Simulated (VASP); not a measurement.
# GaC18 in VASP: single point with PBE

Aim: the single point of GaC18 with PBE.

Program: VASP 6.6.1. These are calculated values, not measurements. Logs are shortened: lines on timing, memory, paths and dates and some standing lists are left out, and cuts for length are marked.

### 1 The cell of the first run

The cell holds a slab with vacuum, 19 atoms: a = 7.398 Å, b = 7.398 Å, c = 12.000 Å, α = 90.00°, β = 90.00°, γ = 120.00°.

### 2 Single point, PBE, collinear spin, zero start

Input file INCAR:

```
SYSTEM = GaC18
PREC = Accurate
ENCUT = 520
EDIFF = 1E-6
ISMEAR = 0
SIGMA = 0.05
LREAL = Auto
LASPH = .TRUE.
NELM = 150
ALGO = Normal
ISIF = 2
LWAVE = .FALSE.
LCHARG = .FALSE.
ISPIN = 2
MAGMOM = 0 0 0 0 0 0 0 0 0 0 0 0 0 0 0 0 0 0 0
LORBIT = 11
GGA = PE
NBANDS = 62
```

Input file KPOINTS:

```
regular mesh
0
G
  2 2 1
  0 0 0
```

Input file POSCAR:

```
GaC18
1.0
    7.3980000000      0.0000000000      0.0000000000
   -3.6990000000      6.4068560000      0.0000000000
    0.0000000000      0.0000000000     12.0000000000
C Ga
18 1
Direct
    0.0012273322     -0.0029384147      0.0828495833
    0.2240405130      0.1090723750      0.0821009167
    0.0019216422      0.3302563691      0.0816698333
    0.2241958323      0.4412724431      0.0817186667
    0.0008837690      0.6627626717      0.0824730833
    0.2241772394      0.7736599668      0.0804762500
    0.3364129723     -0.0021305302      0.0794623333
    0.5591045598      0.1089358025      0.0805796667
    0.3357152137      0.3311822523      0.0818490833
    0.5576113256      0.4416141084      0.0813275833
    0.3359669529      0.6629349871      0.0809974167
    0.5577661478      0.7747188325      0.0810034167
    0.6689730585     -0.0030092763      0.0811135833
    0.8907943148      0.1083734362      0.0820743333
    0.6689047836      0.3306816947      0.0814625833
    0.8905787407      0.4408744320      0.0820525833
    0.6683411094      0.6634586449      0.0817642500
    0.8900318616      0.7745014091      0.0826796667
    0.2356014517      0.9087973883      0.2673448333
```

Potentials or basis: VASP PAW PBE potentials, release 64 (C, Ga_d).

Launch:

```sh
$ cat potpaw_PBE.64/C/POTCAR potpaw_PBE.64/Ga_d/POTCAR > POTCAR
$ mpirun -np 1 vasp_std > vasp.out
```

OUTCAR:

```text
SYSTEM = GaC18
   PREC = Accurate
   ENCUT = 520
   EDIFF = 1E-6
   ISMEAR = 0
   LREAL = Auto
   LASPH = .TRUE.
   NELM = 150
   ISIF = 2
   ISPIN = 2
   LORBIT = 11
   GGA = PE

 ion  position               nearest neighbor table
   1  0.001  0.997  0.083-  14 1.42  18 1.43   2 1.43
   2  0.224  0.109  0.082-   9 1.42   1 1.43   7 1.43
   3  0.002  0.330  0.082-  14 1.42  16 1.42   4 1.42
   4  0.224  0.441  0.082-   9 1.42  11 1.42   3 1.42
   5  0.001  0.663  0.082-  16 1.42  18 1.43   6 1.43
   6  0.224  0.774  0.080-  11 1.43   5 1.43   7 1.44  19 2.44
   7  0.336  0.998  0.079-   8 1.43   2 1.43   6 1.44  19 2.36
   8  0.559  0.109  0.081-  15 1.42  13 1.42   7 1.43
   9  0.336  0.331  0.082-   4 1.42  10 1.42   2 1.42
  10  0.558  0.442  0.081-  17 1.42   9 1.42  15 1.42
  11  0.336  0.663  0.081-   4 1.42  12 1.42   6 1.43
  12  0.558  0.775  0.081-  11 1.42  17 1.42  13 1.42
  13  0.669  0.997  0.081-   8 1.42  14 1.42  12 1.42
  14  0.891  0.108  0.082-   1 1.42  13 1.42   3 1.42
  15  0.669  0.331  0.081-  16 1.42   8 1.42  10 1.42
  16  0.891  0.441  0.082-  15 1.42   5 1.42   3 1.42
  17  0.668  0.663  0.082-  18 1.42  12 1.42  10 1.42
  18  0.890  0.775  0.083-  17 1.42   1 1.43   5 1.43
  19  0.236  0.909  0.267-   7 2.36   6 2.44

  LATTYP: Found a hexagonal cell.
 ALAT       =     7.3980000000
 C/A-ratio  =     1.6220600162

  Lattice vectors:

 A1 = (   7.3980000000,   0.0000000000,   0.0000000000)
 A2 = (  -3.6990000000,   6.4068560000,   0.0000000000)
 A3 = (   0.0000000000,   0.0000000000,  12.0000000000)

Analysis of symmetry for initial positions (statically):
=====================================================================
 Subroutine PRICEL returns:
 Original cell was already a primitive cell.

 Routine SETGRP: Setting up the symmetry group for a
 hexagonal supercell.

 Subroutine GETGRP returns: Found  1 space group operations
 (whereof  1 operations were pure point group operations)
 out of a pool of 24 trial point group operations.

The static configuration has the point symmetry C_1 .

Analysis of symmetry for dynamics (positions and initial velocities):
=====================================================================
 Subroutine PRICEL returns:
 Original cell was already a primitive cell.

 Routine SETGRP: Setting up the symmetry group for a
 hexagonal supercell.

 Subroutine GETGRP returns: Found  1 space group operations
 (whereof  1 operations were pure point group operations)
 out of a pool of 24 trial point group operations.

The dynamic configuration has the point symmetry C_1 .

Analysis of structural, dynamic, and magnetic symmetry:
=====================================================================
 Subroutine PRICEL returns:
 Original cell was already a primitive cell.

 Routine SETGRP: Setting up the symmetry group for a
 hexagonal supercell.

 Subroutine GETGRP returns: Found  1 space group operations
 (whereof  1 operations were pure point group operations)
 out of a pool of 24 trial point group operations.

The overall configuration has the point symmetry C_1 .

 Subroutine INISYM returns: Found  1 space group operations
 (whereof  1 operations are pure point group operations),
 and found     1 'primitive' translations

----------------------------------------------------------------------------------------

                                     Primitive cell

  volume of cell :     568.7750

  direct lattice vectors                    reciprocal lattice vectors
     7.398000000  0.000000000  0.000000000     0.135171668  0.078041398  0.000000000
    -3.699000000  6.406856000  0.000000000     0.000000000  0.156082796  0.000000000
     0.000000000  0.000000000 12.000000000     0.000000000  0.000000000  0.083333333

  length of vectors
     7.398000000  7.398000054 12.000000000     0.156082797  0.156082796  0.083333333

  position of ions in fractional coordinates (direct lattice)
     0.001227332  0.997061585  0.082849583
[... 74 lines left out ...]
   number of dos      NEDOS =    301   number of ions     NIONS =     19
   total plane-waves  NPLWV = 282240
   dimension x,y,z NGX =    56 NGY =   56 NGZ =   90
   dimension x,y,z NGXF=   112 NGYF=  112 NGZF=  180
   ions per type =              18   1
   NGX,Y,Z   is equivalent  to a cutoff of  12.58, 12.58, 12.47 a.u.
   NGXF,Y,Z  is equivalent  to a cutoff of  25.17, 25.17, 24.94 a.u.
 SYSTEM =  GaC18
   PREC   = accura    normal or accurate (medium, high low for compatibility)
   ISTART =      0    job   : 0-new  1-cont  2-samecut
   ICHARG =      2    charge: 1-file 2-atom 10-const
   ISPIN  =      2    spin polarized calculation?
   LNONCOLLINEAR =      F non collinear calculations
   LSORBIT =      F    spin-orbit coupling
   LASPH  =      T    aspherical Exc in radial PAW
   ENCUT  =  520.0 eV  38.22 Ry    6.18 a.u.  13.76 13.76 22.31*2*pi/ulx,y,z
   NELM   =    150;   NELMIN=  2; NELMDL= -5     # of ELM steps
   EDIFF  = 0.1E-05   stopping-criterion for ELM
   LREAL  =      T    real-space projection
   EDIFFG = 0.1E-04   stopping-criterion for IOM
   NSW    =      0    number of steps for IOM
   IBRION =     -1    ionic relax: 0-MD 1-quasi-New 2-CG
   NFREE  =      0    steps in history (QN), initial steepest desc. (CG)
   ISIF   =      2    stress and relaxation
   ISYM   =      2    0-nonsym 1-usesym 2-fastsym
   POTIM  = 0.5000    time-step for ionic-motion
   TEBEG  =    0.0;   TEEND  =   0.0 temperature during run
   PSTRESS=    0.0 pullay stress
   NELECT =      85.0000    total number of electrons
   NUPDOWN=      -1.0000    fix difference up-down
   EMIN   =  10.00;   EMAX   =-10.00  energy-range for DOS
   EFERMI =   0.00;   METHOD = LEGACY
   ISMEAR =     0;   SIGMA  =   0.05  broadening in eV -4-tet -1-fermi 0-gaus
   EFERMI_NEDOS =   21; number of points for ismear=-14 and -15
   IALGO  =     38    algorithm
   IMIX   =      4    mixing-type and parameters
     AMIX     =   0.40;   BMIX     =  1.00
     AMIX_MAG =   1.60;   BMIX_MAG =  1.00
  volume/ion in A,a.u.               =      29.94       202.01
  Fermi-wavevector in a.u.,A,eV,Ry     =   0.868762  1.641723 10.268969  0.754748
  Thomas-Fermi vector in A             =   1.987487
   LORBIT       =     11    0 simple, 1 ext, 2 COOP (PROOUT), +10 PAW based schemes
   GGA     = PE    functional components
   LHFCALC =     F    Hartree Fock is set to
   AEXX    =    0.0000 exact exchange contribution
   IVDW    =     0    specifies the selected vdW correction
   LEPSILON=     F    determine dielectric tensor
   LRPA    =     F    only Hartree local field effects (RPA)
 spin polarized calculation
 Gauss-broadening in eV      SIGMA  =   0.05
  energy-cutoff  :      520.00
  volume of cell :      568.78
 maximum number of plane-waves:     15363
 NGX is ok and might be reduce to    56
   NGX = 27   NGY = 27   NGZ = 45

 number of electron      85.0000002 magnetization       0.0000000

 number of electron      85.0000002 magnetization      -0.0000000

 Free energy of the ion-electron system (eV)
  ---------------------------------------------------
  ext. energy  EPLUGINS =         0.00000000
  ---------------------------------------------------
  free energy    TOTEN  =      -167.24832650 eV

  energy without entropy =     -167.24832650  energy(sigma->0) =     -167.24832650

 E-fermi :  -0.6965     XC(G=0):  -4.1380

 val. band max:       -1.0080144836   @ k =   0.0000   0.0000   0.0000
 cond. band min:      -0.0938430111   @ k =   0.5000   0.0000   0.0000
 fundamental gap:      0.9141714726
 Fermi energy:        -0.6964501707

 spin component 1

 k-point     1 :       0.0000    0.0000    0.0000
  band No.  band energies     occupation
      1     -20.5400      1.00000
      2     -18.2126      1.00000
      3     -17.9978      1.00000
      4     -17.9544      1.00000
      5     -17.8449      1.00000
      6     -17.8220      1.00000
[... 217 lines left out ...]
     53       3.8221      0.00000
     54       3.8773      0.00000
 Fermi energy:        -0.6964501707

 spin component 2

 k-point     1 :       0.0000    0.0000    0.0000
  band No.  band energies     occupation
      1     -20.5400      1.00000
      2     -18.2126      1.00000
      3     -17.9978      1.00000
      4     -17.9544      1.00000
      5     -17.8449      1.00000
      6     -17.8220      1.00000
[... 217 lines left out ...]
     53       3.8221      0.00000
     54       3.8773      0.00000
 [bands above 54 left out]

------------------------ aborting loop because EDIFF is reached ----------------------------------------

  FORCE on cell =-STRESS in cart. coord.  units (eV):
  Direction    XX          YY          ZZ          XY          YZ          ZX
  --------------------------------------------------------------------------------------
  -------------------------------------------------------------------------------------
  Total        5.2970078      5.0979932     -0.1287492      0.0366859     -0.0616875     -0.3812080
  in kB       14.9210937     14.3604912     -0.3626724      0.1033402     -0.1737669     -1.0738214
  external PRESSURE =       9.6396375 kB  Pullay stress =       0.0000000 kB

 VOLUME and BASIS-vectors are now :
 -----------------------------------------------------------------------------
  energy-cutoff  :      520.00
  volume of cell :      568.78
      direct lattice vectors                 reciprocal lattice vectors
     7.398000000  0.000000000  0.000000000     0.135171668  0.078041398  0.000000000
    -3.699000000  6.406856000  0.000000000     0.000000000  0.156082796  0.000000000
     0.000000000  0.000000000 12.000000000     0.000000000  0.000000000  0.083333333

 POSITION                                       TOTAL-FORCE (eV/Angst)
 -----------------------------------------------------------------------------------
     -3.67905      6.38803      0.99419         0.015734     -0.006577      0.004648
      1.25399      0.69881      0.98521        -0.016336     -0.009442      0.001503
     -1.20740      2.11590      0.98004         0.006510      0.009622      0.000954
      0.02633      2.82717      0.98062         0.001263     -0.002216      0.002679
     -2.44502      4.24622      0.98968        -0.015465      0.009489      0.008184
     -1.20331      4.95673      0.96571         0.009093      0.018229     -0.004293
[... 11 lines left out ...]
      3.71957      4.96212      0.99216         0.019468      0.014774      0.002023
     -1.61866      5.82253      3.20814        -0.169659     -0.030267      0.003809
 -----------------------------------------------------------------------------------
    total drift:                               -0.009792      0.008011      0.037880

  FREE ENERGIE OF THE ION-ELECTRON SYSTEM (eV)
  ---------------------------------------------------
  free  energy   TOTEN  =      -167.2483264986 eV

  energy  without entropy=     -167.2483264986  energy(sigma->0) =     -167.24832650

 total charge

# of ion       s       p       d       tot
------------------------------------------
    1        0.861   1.790   0.000   2.651
    2        0.861   1.786   0.000   2.647
    3        0.862   1.791   0.000   2.653
    4        0.861   1.798   0.000   2.659
    5        0.861   1.788   0.000   2.649
    6        0.861   1.788   0.000   2.648
[... 11 lines left out ...]
   18        0.861   1.792   0.000   2.653
   19        1.219   0.242   9.945  11.407
--------------------------------------------------
tot         16.718  32.536   9.945  59.199

 magnetization (x)

# of ion       s       p       d       tot
------------------------------------------
    1       -0.000   0.000   0.000  -0.000
    2        0.000   0.000   0.000   0.000
    3        0.000   0.000   0.000   0.000
    4        0.000  -0.000   0.000   0.000
    5        0.000   0.000   0.000   0.000
    6        0.000   0.000   0.000   0.000
[... 11 lines left out ...]
   18       -0.000  -0.000   0.000  -0.000
   19        0.000  -0.000  -0.000   0.000
--------------------------------------------------
tot         -0.000  -0.000  -0.000  -0.000
```

It took 20 min on 1 thread of Intel Xeon 8259CL, shared host; peak memory 0.88 GiB.

What came out:

| Property | Result |
| --- | --- |
| Free energy | -167.2483 eV |
| Largest force | 0.172 eV/Å |
| Net moment | 0.00 μB per cell |
| Valence electrons inside the program's atomic spheres | C 2.65, 2.66 (each value once); Ga 11.41 |

Forces in eV/Å, atoms in the order of the input:
```
C    0.016 -0.007  0.005
C   -0.016 -0.009  0.002
C    0.007  0.010  0.001
C    0.001 -0.002  0.003
C   -0.015  0.009  0.008
C    0.009  0.018 -0.004
C    0.010 -0.004 -0.005
C    0.044  0.016 -0.005
C    0.023  0.022 -0.006
C    0.004 -0.009  0.001
C    0.047 -0.016 -0.006
C   -0.009  0.012 -0.002
C   -0.009 -0.013 -0.006
C    0.011  0.009  0.002
C   -0.003  0.003  0.002
C    0.025 -0.014  0.001
C    0.007 -0.010  0.004
C    0.019  0.015  0.002
Ga  -0.170 -0.030  0.004
```

Caveat: the k points lie up to 0.49 Å⁻¹ apart; there is no dipole correction, which matters where the two faces differ; no moment was typed at the start, so none could form.
